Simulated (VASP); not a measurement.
Crystal: FeNi2.

```xyz
3
Lattice="1.8493 -2.1505 0.0000 1.8493 2.1505 0.0000 0.0000 0.0000 3.8529" Properties=species:S:1:pos:R:3 pbc="T T T"
Fe    0.0000    0.0000    1.9265
Ni    0.0000    0.0000    0.0000
Ni    1.8493    0.0000    0.0000
```

| Item | Value |
| --- | --- |
| Program | VASP 6.6.1 |
| Task | relaxation of cell and atoms |
| Functional | PBE |
| Potentials or basis | VASP PAW PBE potentials, release 64 (Fe, Ni) |
| Cutoff | 600 eV |
| k mesh | 6 × 6 × 4 |
| Occupations | gaussian, width 0.1 eV |
| Spin | collinear spin, ferromagnetic start |
| Starting moments | [4.0, 2.0, 2.0] μB |

At the start: pressure 107.0 GPa; volume 10.21 Å³/atom.

Problem. How do energy, volume and symmetry change on relaxing?

Solution. Over 12 steps the energy falls by 1364.4 meV/atom and the volume is 15.01 Å³/atom (+47.0 %); space group P4/mmm (No. 123, to 0.05 Å); moment 4.41 μB per cell.

Step by step:
```csv
step,energy change (eV),largest force (eV/Å),pressure (GPa),volume (Å³)
1,0.0000,0.0000,107.03,30.64
2,-1.4279,0.0000,-14.52,70.47
3,25.7276,0.0000,52.15,45.47
4,-2.6416,0.0000,-17.08,61.74
5,-3.6986,0.0000,-12.10,53.23
6,-3.9698,0.0000,-7.79,49.26
7,-4.0505,0.0000,-4.81,47.34
8,-4.0740,0.0000,-3.01,46.40
9,-4.0810,0.0000,-2.02,45.94
10,-4.0926,0.0000,0.58,44.80
11,-4.0928,0.0000,0.26,44.93
12,-4.0931,0.0000,-0.04,45.04
```

Final structure:
```
Fe Ni
1.0
     2.24124   -2.24286    0.00000
     2.24124    2.24286    0.00000
     0.00000    0.00000    4.48044
Fe Ni
1 2
Cartesian
  0.0000 0.0000 2.2402
  0.0000 0.0000 0.0000
  2.2412 0.0000 0.0000
```

Caveat: the k points lie up to 0.35 Å⁻¹ apart in the final cell; the volume moved by over 15 % at a fixed basis, so the end points are rough.
